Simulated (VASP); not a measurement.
Zr: single point with RPBE

Zr:

```
Zr
1.0
     3.25642    0.00000    0.00000
    -1.62821    2.82014    0.00000
     0.00000    0.00000    5.21618
Zr
2
Direct
  0.66667 0.33333 0.75000
  0.33333 0.66667 0.25000
```

```
Program                : VASP 6.6.1
Task                   : single point
Functional             : RPBE
Potentials or basis    : VASP PAW PBE potentials, release 64 (Zr_sv)
Cutoff                 : 520 eV
k mesh                 : 9 × 9 × 5
Occupations            : fermi-dirac, width 0.05 eV
Spin                   : no spin polarisation
Dipole correction      : no
Further INCAR settings : ALGO = Normal; EDIFF = 1e-06; NBANDS = 19
```

```yaml
Pressure: 0.0 GPa
Band_gap_on_the_k_mesh: zero (bands 12 and 13 overlap by 1.15 eV)
```

Levels at points of the mesh, in eV from the Fermi level:
| k point | band 9 | band 10 | band 11 | band 12 | band 13 | band 14 | band 15 | band 16 |
| --- | --- | --- | --- | --- | --- | --- | --- | --- |
| (0.00, 0.00, 0.00) | -5.61 | -2.96 | 0.87 | 0.87 | 0.95 | 0.99 | 1.52 | 1.52 |

It took 31 s on 1 thread of Intel Xeon 8259CL, on a shared host, peak memory 0.17 GiB.

Caveat: the PAW data sets were made with another functional, which shifts forces and pressure a little.
